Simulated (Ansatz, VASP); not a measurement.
**One calculation of Al2Cu, two programs**

The input INCAR:

```
ALGO = Fast
EDIFF = 1E-6
ENCUT = 520
GGA = PS
ISIF = 2
ISMEAR = 0
LASPH = True
LCHARG = True
LELF = True
LREAL = False
LVHAR = True
LWAVE = False
NBANDS = 16
NELM = 60
PREC = Accurate
SIGMA = 0.15
```

KPOINTS

```
k-points
0
Gamma
  16 16 16
```

The input POSCAR:

```
Al2Cu
1.0
   -2.0246315468      2.0246315468      2.8630136658
    2.0246315468     -2.0246315468      2.8630136658
    2.0246315468      2.0246315468     -2.8630136658
Al Cu
2 1
Direct
    0.7500000000      0.3055656659      0.5555656659
    0.2500000000      0.8055656659      0.5555656659
    0.5000000000      0.4528137995     -0.0471862005
```

Input for Ansatz:

```yaml
crystal:
  lattice:
    - [-2.0246315468, 2.0246315468, 2.8630136658]
    - [2.0246315468, -2.0246315468, 2.8630136658]
    - [2.0246315468, 2.0246315468, -2.8630136658]
  atoms:
    - { symbol: Al, position: [0.75, 0.3055656659, 0.5555656659] }
    - { symbol: Al, position: [0.25, 0.8055656659, 0.5555656659] }
    - { symbol: Cu, position: [0.5, 0.4528137995, -0.0471862005] }
basis:
  ecutwfc: 420
kpoints:
  mp_grid: { grid: [16, 16, 16] }
hamiltonian:
  xc: pbesol
scf:
  occupations: { method: gaussian, width: 0.15 }
output:
  forces: true
  stress: true
  eigenvalues: true
```

Change from the starting cell: mode 4 (265.8 1/cm) frozen in, largest displacement +0.225 Å.

Alike in both runs: task single point; functional PBEsol; k mesh 16 × 16 × 16; occupations gaussian, width 0.15 eV; no spin polarisation.

```csv
,VASP,Ansatz
version,VASP 6.6.1,Ansatz 0.2.0
potentials or method,"VASP PAW PBE potentials, release 64 (Al, Cu), cutoff 520 eV","scalar-relativistic, plane waves, PAW"
valence electrons in the cell,17,25
```

|  | VASP | Ansatz | Ansatz less VASP |
| --- | --- | --- | --- |
| gap on the k mesh at the Fermi level (eV) | none | none | - |
| pressure (GPa) | 6.8 | 6.8 | -0.03 |
| traceless stress, the component that is largest in VASP (GPa) | -8.03 | -8.02 | +0.008 |
| rms of the force components (eV/Å) | 1.672 | 1.671 | -0.0008 |

VASP's potentials were made for PBE, not for PBEsol. Atom by atom the forces differ by 0.001 eV/Å (rms over components). A gap of «none» marks a metal or a gap that the smearing closes. The functional is the same, so the differences come from potentials, cutoffs and numerics. VASP's potentials hold 17 valence electrons a cell and Ansatz's 25, so a difference there can come from the potentials and not from the codes.
